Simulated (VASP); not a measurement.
# Si (I4/mmm) in VASP: notebook

The runs below take Si through single point, with r2SCAN.

Program: VASP 6.6.1. These are calculated values, not measurements. Logs are shortened: lines on timing, memory, paths and dates and some standing lists are left out, and cuts for length are marked.

### 1 The cell of the first run

Symmetry: I4/mmm, No. 139, tetragonal system. The conventional cell has a = 6.443 Å, b = 6.443 Å, c = 4.097 Å, α = 90.00°, β = 90.00°, γ = 90.00°. Si (site symmetry m2m) has 4 Si at 2.30 to 2.42 Å within 3.0 Å.

### 2 Single point, r2SCAN

The input, POSCAR:

```
Si
1.0
   -3.2214553397      3.2214553397      2.0484984592
    3.2214553397     -3.2214553397      2.0484984592
    3.2214553397      3.2214553397     -2.0484984592
Si
4
Direct
    0.1788010600      0.1788010600      0.3576021200
    0.8211989400      0.8211989400      0.6423978800
    0.1788010600      0.8211989400      0.0000000000
    0.8211989400      0.1788010600      0.0000000000
```

The input, INCAR.step1:

```
PREC = Accurate
ENCUT = 520
ISMEAR = 0
SIGMA = 0.03
LREAL = F
LASPH = T
NELM = 80
NBANDS = 16
GGA = PE
ALGO = Normal
EDIFF = 1E-4
LWAVE = T
LCHARG = F
```

The input, INCAR.step2:

```
PREC = Accurate
ENCUT = 520
EDIFF = 1E-7
ISMEAR = 0
SIGMA = 0.03
LREAL = F
LASPH = T
NELM = 80
ALGO = Normal
ISIF = 2
LWAVE = F
LCHARG = F
METAGGA = R2SCAN
LMIXTAU = T
NBANDS = 16
ISTART = 1
```

The input, KPOINTS:

```
Automatic mesh
0
Gamma
  12 12 12
```

Potentials or basis: VASP PAW PBE potentials, release 64 (Si).

Command:

```console
cat potpaw_PBE.64/Si/POTCAR > POTCAR
cp INCAR.step1 INCAR
mpirun -np 1 vasp_std > vasp.out
cp INCAR.step2 INCAR
mpirun -np 1 vasp_std > vasp.out
```

OUTCAR:

```text
PREC = Accurate
   ENCUT = 520
   EDIFF = 1E-7
   ISMEAR = 0
   LREAL = F
   LASPH = T
   NELM = 80
   ISIF = 2
   METAGGA = R2SCAN
   ISTART = 1

 ion  position               nearest neighbor table
   1  0.179  0.179  0.358-   3 2.30   4 2.30   2 2.42   2 2.42
   2  0.821  0.821  0.642-   3 2.30   4 2.30   1 2.42   1 2.42
   3  0.179  0.821  0.000-   1 2.30   2 2.30   4 2.42   4 2.42
   4  0.821  0.179  0.000-   1 2.30   2 2.30   3 2.42   3 2.42

  LATTYP: Found a body centered tetragonal cell.
 ALAT       =     6.4429106794
 C/A-ratio  =     0.6358922422

  Lattice vectors:

 A1 = (  -3.2214553397,   3.2214553397,   2.0484984592)
 A2 = (   3.2214553397,  -3.2214553397,   2.0484984592)
 A3 = (   3.2214553397,   3.2214553397,  -2.0484984592)

Analysis of symmetry for initial positions (statically):
=====================================================================
 Subroutine PRICEL returns:
 Original cell was already a primitive cell.

 Routine SETGRP: Setting up the symmetry group for a
 body centered tetragonal supercell.

 Subroutine GETGRP returns: Found 16 space group operations
 (whereof 16 operations were pure point group operations)
 out of a pool of 16 trial point group operations.

The static configuration has the point symmetry D_4h.

Analysis of symmetry for dynamics (positions and initial velocities):
=====================================================================
 Subroutine PRICEL returns:
 Original cell was already a primitive cell.

 Routine SETGRP: Setting up the symmetry group for a
 body centered tetragonal supercell.

 Subroutine GETGRP returns: Found 16 space group operations
 (whereof 16 operations were pure point group operations)
 out of a pool of 16 trial point group operations.

The dynamic configuration has the point symmetry D_4h.

 Subroutine INISYM returns: Found 16 space group operations
 (whereof 16 operations are pure point group operations),
 and found     1 'primitive' translations

----------------------------------------------------------------------------------------

                                     Primitive cell

  volume of cell :      85.0354

  direct lattice vectors                    reciprocal lattice vectors
    -3.221455340  3.221455340  2.048498459     0.000000000  0.155209353  0.244081218
     3.221455340 -3.221455340  2.048498459     0.155209353  0.000000000  0.244081218
     3.221455340  3.221455340 -2.048498459     0.155209353  0.155209353  0.000000000

  length of vectors
     4.995187179  4.995187179  4.995187179     0.289250038  0.289250038  0.219499172

  position of ions in fractional coordinates (direct lattice)
     0.178801060  0.178801060  0.357602120
     0.821198940  0.821198940  0.642397880
     0.178801060  0.821198940  0.000000000
     0.821198940  0.178801060  0.000000000

  ion indices of the primitive-cell ions
   primitive index   ion index
                 1           1
                 2           2
                 3           3
                 4           4

----------------------------------------------------------------------------------------

 KPOINTS: Automatic mesh

Automatic generation of k-mesh.
 Grid dimensions read from file:
 generate k-points for:   12   12   12

 Generating k-lattice:

  Cartesian coordinates                     Fractional coordinates (reciprocal lattice)
     0.000000000  0.012934113  0.020340102     0.083333333  0.000000000  0.000000000
     0.012934113  0.000000000  0.020340102     0.000000000  0.083333333  0.000000000
     0.012934113  0.012934113  0.000000000     0.000000000  0.000000000  0.083333333

  Length of vectors
     0.024104170  0.024104170  0.018291598

  Shift w.r.t. Gamma in fractional coordinates (k-lattice)
     0.000000000  0.000000000  0.000000000

 Subroutine IBZKPT returns following result:
 ===========================================

 Found    163 irreducible k-points:

 Following reciprocal coordinates:
            Coordinates               Weight
  0.000000  0.000000  0.000000      1.000000
  0.083333 -0.000000  0.000000      8.000000
  0.166667 -0.000000  0.000000      8.000000
  0.250000  0.000000 -0.000000      8.000000
  0.333333 -0.000000  0.000000      8.000000
  0.416667  0.000000  0.000000      8.000000
[... 16 lines left out ...]
  0.500000  0.166667 -0.000000     16.000000
 -0.416667  0.166667  0.000000     16.000000
 [... further k-points ...]
   k-points           NKPTS =    163   k-points in BZ     NKDIM =    163   number of bands    NBANDS=     16
   number of dos      NEDOS =    301   number of ions     NIONS =      4
   total plane-waves  NPLWV =  64000
   dimension x,y,z NGX =    40 NGY =   40 NGZ =   40
   dimension x,y,z NGXF=    80 NGYF=   80 NGZF=   80
   ions per type =               4
   NGX,Y,Z   is equivalent  to a cutoff of  13.31, 13.31, 13.31 a.u.
   NGXF,Y,Z  is equivalent  to a cutoff of  26.62, 26.62, 26.62 a.u.
 SYSTEM =  unknown system
[... 61 lines left out ...]
 cond. band min:       5.3343408911   @ k =   0.5000   0.5000   0.3333
 fundamental gap:      0.0131564557
 Fermi energy:         5.3327344283

 k-point     1 :       0.0000    0.0000    0.0000
  band No.  band energies     occupation
      1      -7.3108      2.00000
      2      -2.0404      2.00000
      3      -0.4363      2.00000
      4      -0.4363      2.00000
      5       1.3434      2.00000
      6       3.4325      2.00000
[... 8 lines left out ...]
     15      10.3590      0.00000
     16      12.9301      0.00000

 k-point     2 :       0.0833   -0.0000    0.0000
  band No.  band energies     occupation
      1      -7.2391      2.00000
      2      -2.1219      2.00000
      3      -0.5845      2.00000
      4      -0.2927      2.00000
      5       1.4120      2.00000
      6       3.0631      2.00000
[... 8 lines left out ...]
     15      10.2482      0.00000
     16      13.2169      0.00000

 k-point     3 :       0.1667   -0.0000    0.0000
  band No.  band energies     occupation
      1      -7.0274      2.00000
      2      -2.2763      2.00000
      3      -0.9860      2.00000
      4      -0.0355      2.00000
      5       1.5305      2.00000
      6       2.3293      2.00000
[... 8 lines left out ...]
     15      10.7331      0.00000
     16      13.8079      0.00000

 k-point     4 :       0.2500    0.0000   -0.0000
  band No.  band energies     occupation
      1      -6.6880      2.00000
      2      -2.3945      2.00000
      3      -1.5847      2.00000
      4      -0.0036      2.00000
      5       1.4739      2.00000
      6       1.8039      2.00000
[... 8 lines left out ...]
     15      11.9666      0.00000
     16      12.0280      0.00000

 k-point     5 :       0.3333   -0.0000    0.0000
  band No.  band energies     occupation
      1      -6.2521      2.00000
      2      -2.4412      2.00000
      3      -2.3016      2.00000
      4      -0.2651      2.00000
      5       1.1236      2.00000
      6       1.7466      2.00000
[... 8 lines left out ...]
     15      11.9196      0.00000
     16      11.9308      0.00000

 k-point     6 :       0.4167    0.0000    0.0000
  band No.  band energies     occupation
      1      -5.8059      2.00000
      2      -2.9651      2.00000
      3      -2.4327      2.00000
      4      -0.5571      2.00000
      5       0.9071      2.00000
      6       1.7460      2.00000
[... 8 lines left out ...]
     15      12.1347      0.00000
     16      12.6591      0.00000
[... 267 lines left out ...]
 k-point    21 :       0.3333    0.1667    0.0000
  band No.  band energies     occupation
      1      -5.5924      2.00000
      2      -3.0741      2.00000
      3      -2.6392      2.00000
      4      -0.7663      2.00000
      5       0.8124      2.00000
      6       2.3701      2.00000
[... 8 lines left out ...]
     15      12.7477      0.00000
     16      14.1730      0.00000

 k-point    22 :       0.4167    0.1667    0.0000
  band No.  band energies     occupation
      1      -5.5465      2.00000
      2      -3.3215      2.00000
      3      -2.7582      2.00000
      4      -0.4804      2.00000
      5       0.8065      2.00000
      6       2.4992      2.00000
[... 8 lines left out ...]
     15      12.5956      0.00000
     16      13.0596      0.00000

 k-point    23 :       0.5000    0.1667   -0.0000
  band No.  band energies     occupation
      1      -5.8722      2.00000
      2      -3.4284      2.00000
      3      -2.4020      2.00000
      4      -0.0897      2.00000
      5       0.9514      2.00000
      6       2.4756      2.00000
[... 8 lines left out ...]
     15      12.0516      0.00000
     16      12.4092      0.00000

 k-point    24 :      -0.4167    0.1667    0.0000
  band No.  band energies     occupation
      1      -6.3124      2.00000
      2      -3.4627      2.00000
      3      -1.7901      2.00000
      4       0.2985      2.00000
      5       1.3130      2.00000
      6       2.4984      2.00000
[... 8 lines left out ...]
     15      11.7554      0.00000
     16      11.9165      0.00000

 [... further k-points ...]
[... 5 lines left out ...]
  --------------------------------------------------------------------------------------
  -------------------------------------------------------------------------------------
  Total        3.2589272      3.2589272     -5.8967380      0.0000000      0.0000000      0.0000000
  in kB       61.4024055     61.4024055   -111.1021717      0.0000000      0.0000000      0.0000000
  external PRESSURE =       3.9008798 kB  Pullay stress =       0.0000000 kB

 VOLUME and BASIS-vectors are now :
 -----------------------------------------------------------------------------
  energy-cutoff  :      520.00
  volume of cell :       85.04
      direct lattice vectors                 reciprocal lattice vectors
    -3.221455340  3.221455340  2.048498459     0.000000000  0.155209353  0.244081218
     3.221455340 -3.221455340  2.048498459     0.155209353  0.000000000  0.244081218
     3.221455340  3.221455340 -2.048498459     0.155209353  0.155209353  0.000000000

 POSITION                                       TOTAL-FORCE (eV/Angst)
 -----------------------------------------------------------------------------------
      1.15200      1.15200     -0.00000         0.803952      0.803952      0.000000
      2.06946      2.06946      2.04850        -0.803952     -0.803952     -0.000000
      2.06946     -2.06946      2.04850        -0.803952      0.803952     -0.000000
     -2.06946      2.06946      2.04850         0.803952     -0.803952     -0.000000
 -----------------------------------------------------------------------------------
    total drift:                               -0.000000     -0.000000      0.000000

  FREE ENERGIE OF THE ION-ELECTRON SYSTEM (eV)
  ---------------------------------------------------
  free  energy   TOTEN  =       -34.3302530902 eV

  energy  without entropy=      -34.3300860012  energy(sigma->0) =      -34.33016955
```

Run time: 12 min. Hardware: 1 thread of Intel Xeon 6975P-C, shared host; peak memory 0.35 GiB.

Results:

```
Free energy            : -34.3303 eV
Pressure               : 0.4 GPa
Largest force          : 1.137 eV/Å
Band gap on the k mesh : zero (band 8 reaches 5.51 eV, above the bottom of band 9 at 5.33 eV)
```

Forces on the atoms (eV/Å):
```
Si   0.804  0.804  0.000
Si  -0.804 -0.804  0.000
Si  -0.804  0.804  0.000
Si   0.804 -0.804  0.000
```

Stress tensor (GPa, compression positive):
```
  6.14   0.00   0.00
  0.00   6.14   0.00
  0.00   0.00 -11.11
```

Levels at points of the mesh, in eV from the Fermi level:
| k point | band 4 | band 5 | band 6 | band 7 | band 8 | band 9 | band 10 | band 11 | band 12 | band 13 |
| --- | --- | --- | --- | --- | --- | --- | --- | --- | --- | --- |
| (0.00, 0.00, 0.00) | -5.77 | -3.99 | -1.90 | -1.90 | -0.82 | 0.85 | 1.59 | 1.59 | 2.96 | 2.96 |
| (0.50, 0.00, 0.00) | -6.01 | -4.49 | -3.58 | -2.59 | -1.11 | 1.24 | 3.20 | 3.57 | 3.91 | 5.08 |
| (0.50, 0.50, 0.00) | -5.15 | -2.81 | -2.61 | -2.10 | -1.42 | 1.15 | 1.55 | 2.35 | 4.40 | 4.84 |
| (0.50, 0.50, 0.50) | -5.18 | -3.74 | -0.34 | -0.26 | 0.18 | 0.18 | 3.09 | 4.35 | 4.35 | 4.84 |

Caveat: the PAW data sets were made with another functional, which shifts forces and pressure a little.

### 3 Single point, r2SCAN

This run uses another cell than the first one, of the same volume but with other edges.

The input, POSCAR:

```
Si
1.0
   -3.3710039828      3.3710039828      1.8707740636
    3.3710039828     -3.3710039828      1.8707740636
    3.3710039828      3.3710039828     -1.8707740636
Si
4
Direct
    0.1788010600      0.1788010600      0.3576021200
    0.8211989400      0.8211989400      0.6423978800
    0.1788010600      0.8211989400      0.0000000000
    0.8211989400      0.1788010600      0.0000000000
```

The input, INCAR.step1:

```
ALGO     = Normal         # electronic algorithm
EDIFF    = 1E-4           # SCF threshold, eV
ENCUT    = 520            # plane-wave cutoff, eV
GGA      = PE             # functional
ISMEAR   = 0              # smearing method
LASPH    = True           # aspherical terms in the spheres
LCHARG   = False          # write CHGCAR
LREAL    = False          # projectors in reciprocal space
LWAVE    = True           # write WAVECAR
NBANDS   = 16             # bands
NELM     = 100            # most SCF steps
PREC     = Accurate       # precision mode
SIGMA    = 0.03           # smearing width, eV
```

The input, INCAR.step2:

```
ALGO     = Normal         # electronic algorithm
EDIFF    = 1E-7           # SCF threshold, eV
ENCUT    = 520            # plane-wave cutoff, eV
ISIF     = 2              # what is computed and relaxed
ISMEAR   = 0              # smearing method
ISTART   = 1            
LASPH    = True           # aspherical terms in the spheres
LCHARG   = False          # write CHGCAR
LMIXTAU  = True         
LREAL    = False          # projectors in reciprocal space
LWAVE    = False          # write WAVECAR
METAGGA  = R2SCAN         # meta-GGA
NBANDS   = 16             # bands
NELM     = 100            # most SCF steps
PREC     = Accurate       # precision mode
SIGMA    = 0.03           # smearing width, eV
```

The input, KPOINTS:

```
k-points
0
Gamma
  12 12 12
```

Potentials or basis: VASP PAW PBE potentials, release 64 (Si).

Command:

```console
cat potpaw_PBE.64/Si/POTCAR > POTCAR
cp INCAR.step1 INCAR
mpirun -np 1 vasp_std > vasp.out
cp INCAR.step2 INCAR
mpirun -np 1 vasp_std > vasp.out
```

It took 11 min on 1 thread of Intel Xeon 6975P-C, shared host; peak memory 0.36 GiB.

The run converged. Its results:

```
Free energy            : -34.5757 eV
Pressure               : 0.2 GPa
Largest force          : 0.436 eV/Å
Band gap on the k mesh : 0.44 eV, indirect (least direct gap 1.12 eV)
```

Forces in eV/Å, atoms in the order of the input:
```
Si  -0.309 -0.309  0.000
Si   0.309  0.309  0.000
Si   0.309 -0.309  0.000
Si  -0.309  0.309  0.000
```

Stress tensor (GPa, compression positive):
```
-2.39  0.00  0.00
 0.00 -2.39  0.00
 0.00  0.00  5.31
```

Levels at points of the mesh, in eV from the valence-band top:
```tsv
k point	band 5	band 6	band 7	band 8	band 9	band 10	band 11	band 12
(0.00, 0.00, 0.00)	-3.85	-1.29	-1.29	-0.45	1.70	1.70	2.03	2.89
(0.50, 0.00, 0.00)	-4.50	-3.53	-2.36	-1.56	1.06	2.58	3.28	3.80
(0.50, 0.50, 0.00)	-2.97	-2.06	-1.76	-1.41	2.18	2.35	2.57	4.22
(0.50, 0.50, 0.50)	-2.69	-0.06	0.00	0.00	1.12	3.42	3.68	4.43
```

Caveat: the PAW data sets were made with another functional, which shifts forces and pressure a little.

### 4 Single point, r2SCAN

The input, POSCAR:

```
Si
1.0
   -3.2717987109      3.2717987109      1.9859427176
    3.2717987109     -3.2717987109      1.9859427176
    3.2717987109      3.2717987109     -1.9859427176
Si
4
Direct
    0.1788010600      0.1788010600      0.3576021200
    0.8211989400      0.8211989400      0.6423978800
    0.1788010600      0.8211989400      0.0000000000
    0.8211989400      0.1788010600      0.0000000000
```

The input, INCAR.step1:

```
PREC     = Accurate       # precision mode
ENCUT    = 520            # plane-wave cutoff, eV
ISMEAR   = 0              # smearing method
SIGMA    = 0.03           # smearing width, eV
LREAL    = F              # projectors in reciprocal space
LASPH    = T              # aspherical terms in the spheres
NELM     = 100            # most SCF steps
NBANDS   = 16             # bands
GGA      = PE             # functional
ALGO     = Normal         # electronic algorithm
EDIFF    = 1E-4           # SCF threshold, eV
LWAVE    = T              # write WAVECAR
LCHARG   = F              # write CHGCAR
```

The input, INCAR.step2:

```
PREC     = Accurate       # precision mode
ENCUT    = 520            # plane-wave cutoff, eV
EDIFF    = 1E-7           # SCF threshold, eV
ISMEAR   = 0              # smearing method
SIGMA    = 0.03           # smearing width, eV
LREAL    = F              # projectors in reciprocal space
LASPH    = T              # aspherical terms in the spheres
NELM     = 100            # most SCF steps
ALGO     = Normal         # electronic algorithm
ISIF     = 2              # what is computed and relaxed
LWAVE    = F              # write WAVECAR
LCHARG   = F              # write CHGCAR
METAGGA  = R2SCAN         # meta-GGA
LMIXTAU  = T            
NBANDS   = 16             # bands
ISTART   = 1
```

The input, KPOINTS:

```
regular mesh
0
Gamma
  12 12 12
```

Command:

```console
cat potpaw_PBE.64/Si/POTCAR > POTCAR
cp INCAR.step1 INCAR
mpirun -np 1 vasp_std > vasp.out
cp INCAR.step2 INCAR
mpirun -np 1 vasp_std > vasp.out
```

It took 11 min on 1 thread of Intel Xeon 6975P-C, shared host; peak memory 0.35 GiB.

It converged, with:

* Free energy: -34.5489 eV
* Pressure: -0.1 GPa
* Largest force: 0.551 eV/Å
* Band gap on the k mesh: zero (filled and empty bands touch)

Forces on the atoms (eV/Å):
```
Si   0.390  0.390  0.000
Si  -0.390 -0.390  0.000
Si  -0.390  0.390  0.000
Si   0.390 -0.390  0.000
```

Stress tensor (GPa, compression positive):
```
 3.01  0.00  0.00
 0.00  3.01  0.00
 0.00  0.00 -6.23
```

Levels at points of the mesh, in eV from the Fermi level:
```tsv
k point	band 5	band 6	band 7	band 8	band 9	band 10	band 11	band 12
(0.00, 0.00, 0.00)	-4.07	-1.88	-1.88	-0.80	1.08	1.74	1.74	2.49
(0.50, 0.00, 0.00)	-4.64	-3.71	-2.67	-1.43	1.03	2.83	3.34	3.74
(0.50, 0.50, 0.00)	-3.01	-2.50	-2.05	-1.80	1.38	1.71	2.17	4.38
(0.50, 0.50, 0.50)	-3.56	-0.39	-0.01	-0.01	-0.01	3.35	4.19	4.43
```

Caveat: the PAW data sets were made with another functional, which shifts forces and pressure a little.

### 5 The runs side by side

| cell | gap on the mesh (eV) | pressure (GPa) | largest force (eV/Å) |
| --- | --- | --- | --- |
| a = 4.995 Å, angles 99.7, 99.7, 131.6°, 4 atoms | none | 0.4 | 1.14 |
| a = 5.121 Å, angles 97.7, 97.7, 137.1°, 4 atoms | 0.44 | 0.2 | 0.44 |
| a = 5.035 Å, angles 98.9, 98.9, 133.5°, 4 atoms | none | -0.1 | 0.55 |

Alike in all rows: task single point; level r2SCAN; potentials or basis VASP PAW PBE potentials, release 64 (Si); no spin polarisation; k mesh 12 × 12 × 12; cutoff (eV) 520; smearing gaussian 0.03 eV.

Caveats: the PAW data sets were made with another functional, which shifts forces and pressure a little.

Absolute energies hang on the potentials; compare differences alone.
